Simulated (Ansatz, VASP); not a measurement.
**Two plane-wave programs on C2N**

```xyz
6
Lattice="2.4171 0.0000 0.0000 0.0000 2.4171 0.0000 0.0000 0.0000 8.2951" Properties=species:S:1:pos:R:3 pbc="T T T"
C     0.0000    0.0000    0.0000
C     1.2085    1.2085    0.0000
C     0.0000    1.2085    3.4156
C     1.2085    0.0000    4.8794
N     0.0000    1.2085    4.9110
N     1.2085    0.0000    3.3840
```

Change from the starting cell: species swapped into the YTe2 type (P4/nmm, No. 129).

Alike in both runs: task relaxation of cell and atoms; functional PBE; k mesh 16 × 16 × 6; occupations gaussian, width 0.1 eV; no spin polarisation.

```csv
,VASP,Ansatz
version,VASP 6.6.1,Ansatz 0.2.0
potentials or method,"VASP PAW PBE potentials, release 64 (C, N), cutoff 600 eV","scalar-relativistic, plane waves, PAW"
valence electrons in the cell,26,26
```

|  | VASP | Ansatz | Ansatz less VASP |
| --- | --- | --- | --- |
| gap on the k mesh at the Fermi level, each at its own relaxed structure (eV) | none | none | - |
| relaxed volume (Å³/atom) | 7.99 | 8.18 | +0.189 |
| relaxed length of the cell vector where the two differ most in proportion (Å) | 8.156 | 8.342 | +0.1861 |

A gap of «none» marks a metal or a gap that the smearing closes.
